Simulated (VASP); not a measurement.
B3As5:

```
B As
1.0
     3.42000    0.00000    0.00000
    -1.71000    2.96181    0.00000
     0.00000    0.00000   13.00000
B As
3 5
Direct
  0.00000 0.00000 0.47000
  0.33333 0.66667 0.05000
  0.66667 0.33333 0.26000
  0.66667 0.33333 0.42000
  0.00000 0.00000 0.00000
  0.33333 0.66667 0.21000
  0.00000 0.00000 0.63000
  0.33333 0.66667 0.74150
```

- Program: VASP 6.6.1
- Task: relaxation of cell and atoms
- Functional: PBE
- Potentials or basis: VASP PAW PBE potentials, release 64 (B, As)
- Cutoff: 600 eV
- k mesh: 5 × 5 × 2
- Occupations: gaussian, width 0.2 eV
- Spin: no spin polarisation

At the start: pressure 3.5 GPa; volume 16.46 Å³/atom.

Q: How do energy, volume and symmetry change on relaxing?

A: Over 16 steps the energy falls by 35.3 meV/atom and the volume is 16.12 Å³/atom (-2.1 %); space group P3m1 (No. 156, to 0.1 Å) before and after.

Step by step:
| step | energy change (eV) | largest force (eV/Å) | pressure (GPa) | volume (Å³) |
| --- | --- | --- | --- | --- |
| 1 | 0.0000 | 0.5918 | 3.51 | 131.68 |
| 2 | -0.0479 | 0.5415 | -2.24 | 138.67 |
| 3 | -0.0647 | 0.4414 | -0.43 | 136.23 |
| 4 | -0.0792 | 0.2916 | -0.36 | 136.04 |
| 5 | -0.0864 | 0.5611 | -0.23 | 135.79 |
| 6 | -0.0953 | 0.5672 | -0.26 | 135.57 |
| 7 | -0.1210 | 0.5835 | -0.32 | 134.91 |
| 8 | -0.1663 | 0.6066 | -0.39 | 133.58 |
| 9 | -0.2124 | 0.5881 | -0.24 | 130.92 |
| 10 | -0.2409 | 0.4924 | -0.13 | 130.13 |
| 11 | -0.2581 | 0.4580 | 0.16 | 128.86 |
| 12 | -0.2715 | 0.2605 | 0.17 | 128.84 |
| 13 | -0.2753 | 0.1894 | 0.21 | 128.83 |
| 14 | -0.2796 | 0.1317 | -0.07 | 129.13 |
| 15 | -0.2810 | 0.0940 | -0.34 | 129.42 |
| 16 | -0.2823 | 0.0615 | 0.06 | 128.98 |

Final structure:
```xyz
8
Lattice="3.4727 0.0000 0.0000 -1.7364 3.0074 0.0000 0.0000 0.0000 12.3499" Properties=species:S:1:pos:R:3 pbc="T T T"
B     0.0000    0.0000    5.9246
B     0.0000    2.0050    0.3819
B     1.7364    1.0025    3.1540
As    1.7364    1.0025    5.2502
As    0.0000    0.0000   12.0358
As    0.0000    2.0050    2.4754
As    0.0000    0.0000    8.0169
As    0.0000    2.0050    9.4624
```

Caveat: the k points lie up to 0.42 Å⁻¹ apart in the final cell; the relaxation stopped at a loose force limit of 0.08 eV/Å, so its end isn't a converged minimum.
